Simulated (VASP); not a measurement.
Crystal: BeTe (rs.b).

```
Be Te
1.0
     0.00000    2.81000    2.81000
     2.81000    0.00000    2.81000
     2.81000    2.81000    0.00000
Be Te
1 1
Cartesian
  0.0000 0.0000 0.0000
  1.4050 1.4050 1.4050
```

```yaml
Program: VASP 6.6.1
Task: relaxation of cell and atoms
Functional: r2SCAN
Potentials_or_basis: VASP PAW PBE potentials, release 64 (Be, Te)
Cutoff: 660 eV
k_mesh: 8 × 8 × 8
Occupations: gaussian, width 0.02 eV
Spin: no spin polarisation
```

At the start: pressure 1.4 GPa; volume 22.19 Å³/atom.

Task: How do energy, volume and symmetry change on relaxing?

Result: Over 3 steps the energy falls by 2.2 meV/atom and the volume is 22.70 Å³/atom (+2.3 %); space group F-43m (No. 216, to 0.05 Å).

The path:
| step | energy change (eV) | largest force (eV/Å) | pressure (GPa) | volume (Å³) |
| --- | --- | --- | --- | --- |
| 1 | 0.0000 | 0.0000 | 1.42 | 44.38 |
| 2 | -0.0041 | 0.0000 | -0.33 | 45.65 |
| 3 | -0.0044 | 0.0000 | 0.00 | 45.39 |

Final structure:
```
Be Te
1.0
     0.00000    2.83128    2.83128
     2.83128    0.00000    2.83128
     2.83128    2.83128    0.00000
Be Te
1 1
Direct
  0.00000 0.00000 0.00000
  0.25000 0.25000 0.25000
```

Caveat: the PAW data sets were made with another functional, which shifts forces and pressure a little.
